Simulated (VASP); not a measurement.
Here is a VASP 6.6.1 calculation.

Contents of INCAR:

```
SYSTEM = Br
PREC = Accurate
ENCUT = 520
EDIFF = 1E-6
ISMEAR = -1
SIGMA = 0.06122561905347299
LREAL = .FALSE.
LASPH = .TRUE.
NELM = 100
ALGO = Normal
ISIF = 2
LWAVE = .FALSE.
LCHARG = .FALSE.
GGA = PE
NBANDS = 10
```

KPOINTS

```
regular mesh
0
G
  35 35 35
  0 0 0
```

POSCAR

```
Br
1.0
    3.0588480435      0.0000000000      0.0000000000
    0.0000000000      3.0588480435      0.0000000000
    0.0000000000      0.0000000000      3.0588480435
Br
1
Direct
    0.0000000000      0.0000000000      0.0000000000
```

Potentials or basis: VASP PAW PBE potentials, release 64 (Br).

Launch:

```bash
$ cat potpaw_PBE.64/Br/POTCAR > POTCAR
$ mpirun -np 1 vasp_std > vasp.out
```

Problem. What does it give for the pressure?

Solution. 1.3 GPa.

Problem. Predict the band gap on the k mesh.

Solution. Zero (an odd number of electrons rules out a gap without spin polarisation).

Caveat: an odd number of electrons without spin polarisation forces a metal; a magnetic or distorted state may lie lower.
